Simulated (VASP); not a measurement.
# Zr2O (P4_222) in VASP: a series of runs

Zr2O is run at these levels: PBEsol; tasks: single point.

Program: VASP 6.6.1. These are calculated values, not measurements. Logs are shortened: lines on timing, memory, paths and dates and some standing lists are left out, and cuts for length are marked.

**1. The cell of the first run**

The structure is tetragonal, space group P4_222 (No. 93). The conventional cell has a = 4.800 Å, b = 4.800 Å, c = 4.800 Å, α = 90.00°, β = 90.00°, γ = 90.00°. Within 2.8 Å of Zr (site symmetry 2) lie 2 O at 2.12 Å and 1 Zr at 2.59 Å. Within 2.8 Å of O (site symmetry 222) lie 4 Zr at 2.12 Å.

**2. Single point, PBEsol (atoms displaced along a vibrational mode)**

The input, INCAR:

```
ALGO = Normal
EDIFF = 1E-6
ENCUT = 520
GGA = PS
ISIF = 2
ISMEAR = 0
LASPH = True
LCHARG = False
LREAL = False
LWAVE = False
NBANDS = 39
NELM = 100
PREC = Accurate
SIGMA = 0.15
```

The input, KPOINTS:

```
k-points
0
Gamma
  10 10 10
```

The input, POSCAR:

```
Zr2O
1.0
    4.8002881848      0.0000000000      0.0000000000
    0.0000000000      4.8002881848      0.0000000000
    0.0000000000      0.0000000000      4.8002881848
Zr O
4 2
Direct
    0.1910779725      0.3089220275      0.7500000000
    0.8089220275      0.3089220275      0.2500000000
    0.1910779725      0.6910779725      0.2500000000
    0.8089220275      0.6910779725      0.7500000000
    0.0000000000      0.0000000000      0.0000000000
    0.5000000000      0.5000000000      0.5000000000
```

Potentials or basis: VASP PAW PBE potentials, release 64 (Zr_sv, O).

Command:

```
$ cat potpaw_PBE.64/Zr_sv/POTCAR potpaw_PBE.64/O/POTCAR > POTCAR
$ mpirun -np 1 vasp_std > vasp.out
```

OUTCAR:

```text
EDIFF = 1E-6
   ENCUT = 520
   GGA = PS
   ISIF = 2
   ISMEAR = 0
   LASPH = True
   LREAL = False
   NELM = 100
   PREC = Accurate

 ion  position               nearest neighbor table
   1  0.191  0.309  0.750-   5 2.12   6 2.12   4 2.59   3 3.02   2 3.02   2 3.02   3 3.02   4 3.49
                             4 3.49   2 3.82   3 3.82   2 3.82   3 3.82
   2  0.809  0.309  0.250-   5 2.12   6 2.12   3 2.59   1 3.02   4 3.02   1 3.02   4 3.02   3 3.49
                             3 3.49   4 3.82   1 3.82   4 3.82   1 3.82
   3  0.191  0.691  0.250-   5 2.12   6 2.12   2 2.59   1 3.02   4 3.02   1 3.02   4 3.02   2 3.49
                             2 3.49   1 3.82   4 3.82   1 3.82   4 3.82
   4  0.809  0.691  0.750-   5 2.12   6 2.12   1 2.59   2 3.02   3 3.02   2 3.02   3 3.02   1 3.49
                             1 3.49   2 3.82   2 3.82   3 3.82   3 3.82
   5  0.000  0.000  0.000-   1 2.12   2 2.12   3 2.12   4 2.12
   6  0.500  0.500  0.500-   1 2.12   2 2.12   3 2.12   4 2.12

  LATTYP: Found a simple cubic cell.
 ALAT       =     4.8002881848

  Lattice vectors:

 A1 = (   4.8002881848,   0.0000000000,   0.0000000000)
 A2 = (   0.0000000000,   4.8002881848,   0.0000000000)
 A3 = (   0.0000000000,   0.0000000000,   4.8002881848)

Analysis of symmetry for initial positions (statically):
=====================================================================
 Subroutine PRICEL returns:
 Original cell was already a primitive cell.

 Routine SETGRP: Setting up the symmetry group for a
 simple cubic supercell.

 Subroutine GETGRP returns: Found  8 space group operations
 (whereof  4 operations were pure point group operations)
 out of a pool of 48 trial point group operations.

The static configuration has the point symmetry D_2 .
 The point group associated with its full space group is D_4 .

Analysis of symmetry for dynamics (positions and initial velocities):
=====================================================================
 Subroutine PRICEL returns:
 Original cell was already a primitive cell.

 Routine SETGRP: Setting up the symmetry group for a
 simple cubic supercell.

 Subroutine GETGRP returns: Found  8 space group operations
 (whereof  4 operations were pure point group operations)
 out of a pool of 48 trial point group operations.

The dynamic configuration has the point symmetry D_2 .
 The point group associated with its full space group is D_4 .

 Subroutine INISYM returns: Found  8 space group operations
 (whereof  4 operations are pure point group operations),
 and found     1 'primitive' translations

----------------------------------------------------------------------------------------

                                     Primitive cell

  volume of cell :     110.6119

  direct lattice vectors                    reciprocal lattice vectors
     4.800288185  0.000000000  0.000000000     0.208320826  0.000000000  0.000000000
     0.000000000  4.800288185  0.000000000     0.000000000  0.208320826  0.000000000
     0.000000000  0.000000000  4.800288185     0.000000000  0.000000000  0.208320826

  length of vectors
     4.800288185  4.800288185  4.800288185     0.208320826  0.208320826  0.208320826

  position of ions in fractional coordinates (direct lattice)
     0.191077972  0.308922028  0.750000000
     0.808922028  0.308922028  0.250000000
     0.191077972  0.691077972  0.250000000
     0.808922028  0.691077972  0.750000000
     0.000000000  0.000000000  0.000000000
     0.500000000  0.500000000  0.500000000

  ion indices of the primitive-cell ions
   primitive index   ion index
                 1           1
                 2           2
                 3           3
                 4           4
                 5           5
                 6           6

----------------------------------------------------------------------------------------

 KPOINTS: k-points

Automatic generation of k-mesh.
 Grid dimensions read from file:
 generate k-points for:   10   10   10

 Generating k-lattice:

  Cartesian coordinates                     Fractional coordinates (reciprocal lattice)
     0.020832083  0.000000000  0.000000000     0.100000000  0.000000000  0.000000000
     0.000000000  0.020832083  0.000000000     0.000000000  0.100000000  0.000000000
     0.000000000  0.000000000  0.020832083     0.000000000  0.000000000  0.100000000

  Length of vectors
     0.020832083  0.020832083  0.020832083

  Shift w.r.t. Gamma in fractional coordinates (k-lattice)
     0.000000000  0.000000000  0.000000000

 Subroutine IBZKPT returns following result:
 ===========================================

 Found    126 irreducible k-points:

 Following reciprocal coordinates:
            Coordinates               Weight
  0.000000  0.000000  0.000000      1.000000
  0.100000  0.000000  0.000000      4.000000
  0.000000  0.000000  0.100000      2.000000
  0.200000  0.000000  0.000000      4.000000
  0.000000  0.000000  0.200000      2.000000
  0.300000  0.000000  0.000000      4.000000
[... 16 lines left out ...]
  0.500000  0.100000  0.000000      4.000000
  0.000000  0.500000  0.100000      4.000000
 [... further k-points ...]
   k-points           NKPTS =    126   k-points in BZ     NKDIM =    126   number of bands    NBANDS=     39
   number of dos      NEDOS =    301   number of ions     NIONS =      6
   total plane-waves  NPLWV =  46656
   dimension x,y,z NGX =    36 NGY =   36 NGZ =   36
   dimension x,y,z NGXF=    72 NGYF=   72 NGZF=   72
   ions per type =               4   2
   NGX,Y,Z   is equivalent  to a cutoff of  12.47, 12.47, 12.47 a.u.
   NGXF,Y,Z  is equivalent  to a cutoff of  24.94, 24.94, 24.94 a.u.
 SYSTEM =  unknown system
   PREC   = accura    normal or accurate (medium, high low for compatibility)
   ISTART =      0    job   : 0-new  1-cont  2-samecut
   ICHARG =      2    charge: 1-file 2-atom 10-const
   ISPIN  =      1    spin polarized calculation?
   LNONCOLLINEAR =      F non collinear calculations
   LSORBIT =      F    spin-orbit coupling
   LASPH  =      T    aspherical Exc in radial PAW
   ENCUT  =  520.0 eV  38.22 Ry    6.18 a.u.   8.93  8.93  8.93*2*pi/ulx,y,z
   NELM   =    100;   NELMIN=  2; NELMDL= -5     # of ELM steps
   EDIFF  = 0.1E-05   stopping-criterion for ELM
   LREAL  =      F    real-space projection
   EDIFFG = 0.1E-04   stopping-criterion for IOM
   NSW    =      0    number of steps for IOM
   IBRION =     -1    ionic relax: 0-MD 1-quasi-New 2-CG
   NFREE  =      0    steps in history (QN), initial steepest desc. (CG)
   ISIF   =      2    stress and relaxation
   ISYM   =      2    0-nonsym 1-usesym 2-fastsym
   POTIM  = 0.5000    time-step for ionic-motion
   TEBEG  =    0.0;   TEEND  =   0.0 temperature during run
   PSTRESS=    0.0 pullay stress
   NELECT =      60.0000    total number of electrons
   NUPDOWN=      -1.0000    fix difference up-down
   EMIN   =  10.00;   EMAX   =-10.00  energy-range for DOS
   EFERMI =   0.00;   METHOD = LEGACY
   ISMEAR =     0;   SIGMA  =   0.15  broadening in eV -4-tet -1-fermi 0-gaus
   EFERMI_NEDOS =   21; number of points for ismear=-14 and -15
   IALGO  =     38    algorithm
   IMIX   =      4    mixing-type and parameters
     AMIX     =   0.40;   BMIX     =  1.00
     AMIX_MAG =   1.60;   BMIX_MAG =  1.00
  volume/ion in A,a.u.               =      18.44       124.41
  Fermi-wavevector in a.u.,A,eV,Ry     =   1.335133  2.523036 24.253483  1.782581
  Thomas-Fermi vector in A             =   2.463861
   LORBIT       =      0    0 simple, 1 ext, 2 COOP (PROOUT), +10 PAW based schemes
   GGA     = PS    functional components
   LHFCALC =     F    Hartree Fock is set to
   AEXX    =    0.0000 exact exchange contribution
   IVDW    =     0    specifies the selected vdW correction
   LEPSILON=     F    determine dielectric tensor
   LRPA    =     F    only Hartree local field effects (RPA)
 non-spin polarized calculation
 Gauss-broadening in eV      SIGMA  =   0.15
  energy-cutoff  :      520.00
  volume of cell :      110.61
 maximum number of plane-waves:      3016
 NGX is ok and might be reduce to    36
   NGX = 17   NGY = 17   NGZ = 17

 number of electron      59.9999988 magnetization

 Free energy of the ion-electron system (eV)
  ---------------------------------------------------
  ext. energy  EPLUGINS =         0.00000000
  ---------------------------------------------------
  free energy    TOTEN  =       -55.09936409 eV

  energy without entropy =      -55.05227369  energy(sigma->0) =      -55.07581889

 E-fermi :   7.9421     XC(G=0): -10.9030

 val. band max:        7.9397619625   @ k =   0.3000   0.3000   0.1000
 cond. band min:       7.9460587774   @ k =   0.0000   0.0000   0.3000
 fundamental gap:      0.0062968150
 Fermi energy:         7.9420507431

 k-point     1 :       0.0000    0.0000    0.0000
  band No.  band energies     occupation
      1     -40.6222      2.00000
      2     -40.4040      2.00000
      3     -40.2595      2.00000
      4     -40.2595      2.00000
      5     -19.7780      2.00000
      6     -19.4828      2.00000
[... 31 lines left out ...]
     38      12.0977      0.00000
     39      12.0980      0.00000

 k-point     2 :       0.1000    0.0000    0.0000
  band No.  band energies     occupation
      1     -40.6205      2.00000
      2     -40.4035      2.00000
      3     -40.2613      2.00000
      4     -40.2600      2.00000
      5     -19.7591      2.00000
      6     -19.4797      2.00000
[... 31 lines left out ...]
     38      12.0637      0.00000
     39      12.1563      0.00000

 k-point     3 :       0.0000    0.0000    0.1000
  band No.  band energies     occupation
      1     -40.6170      2.00000
      2     -40.4095      2.00000
      3     -40.2605      2.00000
      4     -40.2585      2.00000
      5     -19.7510      2.00000
      6     -19.4770      2.00000
[... 31 lines left out ...]
     38      12.2808      0.00000
     39      12.2857      0.00000

 k-point     4 :       0.2000    0.0000    0.0000
  band No.  band energies     occupation
      1     -40.6159      2.00000
      2     -40.4023      2.00000
      3     -40.2662      2.00000
      4     -40.2612      2.00000
      5     -19.7055      2.00000
      6     -19.4698      2.00000
[... 31 lines left out ...]
     38      11.9991      0.00000
     39      12.0829      0.00000
[... 754 lines left out ...]
     38      11.7931      0.00000
     39      12.2429      0.00000

 k-point    23 :       0.5000    0.1000    0.0000
  band No.  band energies     occupation
      1     -40.6016      2.00000
      2     -40.3985      2.00000
      3     -40.2799      2.00000
      4     -40.2661      2.00000
      5     -19.5294      2.00000
      6     -19.3619      2.00000
[... 31 lines left out ...]
     38      11.5366      0.00000
     39      11.9619      0.00000

 k-point    24 :       0.0000    0.5000    0.1000
  band No.  band energies     occupation
      1     -40.5983      2.00000
      2     -40.4039      2.00000
      3     -40.2794      2.00000
      4     -40.2645      2.00000
      5     -19.5288      2.00000
      6     -19.3685      2.00000
[... 31 lines left out ...]
     38      11.6701      0.00000
     39      11.9725      0.00000

 [... further k-points ...]

------------------------ aborting loop because EDIFF is reached ----------------------------------------

  FORCE on cell =-STRESS in cart. coord.  units (eV):
  Direction    XX          YY          ZZ          XY          YZ          ZX
  --------------------------------------------------------------------------------------
  -------------------------------------------------------------------------------------
  Total        6.5632867      6.5632867      5.5871225      0.0000000      0.0000000      0.0000000
  in kB       95.0670519     95.0670519     80.9276342      0.0000000      0.0000000      0.0000000
  external PRESSURE =      90.3539127 kB  Pullay stress =       0.0000000 kB

 VOLUME and BASIS-vectors are now :
 -----------------------------------------------------------------------------
  energy-cutoff  :      520.00
  volume of cell :      110.61
      direct lattice vectors                 reciprocal lattice vectors
     4.800288185  0.000000000  0.000000000     0.208320826  0.000000000  0.000000000
     0.000000000  4.800288185  0.000000000     0.000000000  0.208320826  0.000000000
     0.000000000  0.000000000  4.800288185     0.000000000  0.000000000  0.208320826

 POSITION                                       TOTAL-FORCE (eV/Angst)
 -----------------------------------------------------------------------------------
      0.91723      1.48291      3.60022         2.671867     -2.671867      0.000000
      3.88306      1.48291      1.20007        -2.671867     -2.671867     -0.000000
      0.91723      3.31737      1.20007         2.671867      2.671867     -0.000000
      3.88306      3.31737      3.60022        -2.671867      2.671867      0.000000
      0.00000      0.00000      0.00000         0.000000      0.000000     -0.000000
      2.40014      2.40014      2.40014         0.000000      0.000000     -0.000000
 -----------------------------------------------------------------------------------
    total drift:                                0.000000     -0.000000     -0.000000

  FREE ENERGIE OF THE ION-ELECTRON SYSTEM (eV)
  ---------------------------------------------------
  free  energy   TOTEN  =       -55.0993640947 eV

  energy  without entropy=      -55.0522736899  energy(sigma->0) =      -55.07581889
```

Wall time 2.6 min (1 thread of Intel Xeon 6975P-C (Granite Rapids), shared host); peak memory 0.49 GiB.

Results:

```yaml
Free_energy: -55.0994 eV
Pressure: 9.0 GPa
Largest_force: 3.779 eV/Å
Band_gap_on_the_k_mesh: zero (bands 30 and 31 overlap by 1.08 eV)
```

Forces on the atoms (eV/Å):
```
Zr   2.672 -2.672  0.000
Zr  -2.672 -2.672  0.000
Zr   2.672  2.672  0.000
Zr  -2.672  2.672  0.000
O    0.000  0.000  0.000
O    0.000  0.000  0.000
```

Caveat: the cell differs from its parent crystal (atoms displaced along a vibrational mode); the cell stands under pressure; the PAW data sets were made with another functional, which shifts forces and pressure a little.

**3. Single point, PBEsol (atoms displaced along a vibrational mode)**

The input, INCAR:

```
PREC = Accurate
ENCUT = 520
EDIFF = 1E-6
ISMEAR = 0
SIGMA = 0.15
LREAL = False
LASPH = True
NELM = 100
ALGO = Normal
ISIF = 2
LWAVE = False
LCHARG = True
GGA = PS
LELF = True
LVHAR = True
NBANDS = 39
```

The input, KPOINTS:

```
regular mesh
0
Gamma
  10 10 10
```

The input, POSCAR:

```
Zr2O
1.0
    4.8002881848      0.0000000000      0.0000000000
    0.0000000000      4.8002881848      0.0000000000
    0.0000000000      0.0000000000      4.8002881848
Zr O
4 2
Direct
    0.2941915206      0.2058084794      0.7500000000
    0.7058084794      0.2058084794      0.2500000000
    0.2941915206      0.7941915206      0.2500000000
    0.7058084794      0.7941915206      0.7500000000
    0.0000000000      0.0000000000      0.0000000000
    0.5000000000      0.5000000000      0.5000000000
```

Potentials or basis: VASP PAW PBE potentials, release 64 (Zr_sv, O).

Command:

```
$ cat potpaw_PBE.64/Zr_sv/POTCAR potpaw_PBE.64/O/POTCAR > POTCAR
$ mpirun -np 1 vasp_std > vasp.out
```

It took 2.7 min on 1 thread of Intel Xeon 6975P-C (Granite Rapids), shared host; peak memory 0.49 GiB.

The run converged. Its results:

| Property | Result |
| --- | --- |
| Free energy | -56.1402 eV |
| Pressure | 4.6 GPa |
| Largest force | 1.610 eV/Å |
| Band gap on the k mesh | zero (bands 30 and 31 overlap by 0.83 eV) |

Forces in eV/Å, atoms in the order of the input:
```
Zr  -1.139  1.139  0.000
Zr   1.139  1.139  0.000
Zr  -1.139 -1.139  0.000
Zr   1.139 -1.139  0.000
O    0.000  0.000  0.000
O    0.000  0.000  0.000
```

Stress tensor (GPa, compression positive):
```
4.69 0.00 0.00
0.00 4.69 0.00
0.00 0.00 4.54
```

Levels at points of the mesh, in eV from the Fermi level:
```csv
k point,band 26,band 27,band 28,band 29,band 30,band 31,band 32,band 33,band 34,band 35
"(0.00, 0.00, 0.00)",-2.08,-1.63,-1.40,-1.40,-1.35,1.43,1.60,2.83,3.16,3.16
"(0.50, 0.00, 0.00)",-2.01,-1.48,-0.85,-0.66,-0.35,-0.32,0.42,1.89,1.94,2.48
"(0.00, 0.00, 0.50)",-2.23,-1.10,-1.10,-0.72,-0.05,-0.05,0.41,0.61,1.80,1.80
"(0.50, 0.50, 0.00)",-1.37,-1.20,-1.18,-1.18,-0.36,-0.36,0.03,0.14,1.03,2.54
"(0.00, 0.50, 0.50)",-1.64,-1.31,-0.85,-0.36,0.30,0.33,0.44,0.57,0.84,1.48
"(0.50, 0.50, 0.50)",-1.96,-1.96,0.36,0.38,0.42,0.42,0.59,1.21,1.71,1.71
```

Caveat: the cell differs from its parent crystal (atoms displaced along a vibrational mode); the cell stands under pressure; the PAW data sets were made with another functional, which shifts forces and pressure a little.
